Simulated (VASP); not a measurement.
The system is BaO.

```
CELL_PARAMETERS angstrom
0.00000 2.77194 2.77194
2.77194 0.00000 2.77194
2.77194 2.77194 0.00000
ATOMIC_POSITIONS crystal
Ba 0.00000 0.00000 0.00000
O 0.50000 0.50000 0.50000
```

Program: VASP 6.6.1. Alike in all runs: task single point; potentials or basis VASP PAW PBE potentials, release 64 (Ba_sv, O); no spin polarisation; cell as given; k mesh 6 × 6 × 6; smearing gaussian 0.01 eV.

Order these runs on this cell by their band gap on the k mesh, lowest first.
A. level HSE06; cutoff (eV) 520; grid for exact exchange (PRECFOCK) Normal; share of exact exchange 0.25; screening parameter 0.2079 1/Å
B. level PBE; cutoff (eV) 600
C. level r2SCAN; cutoff (eV) 660

B (1.98 eV), C (2.32 eV), A (3.26 eV).

Caveats: spin-orbit coupling is left out, which moves the levels of the heavy elements.

A k mesh can miss the band edges.
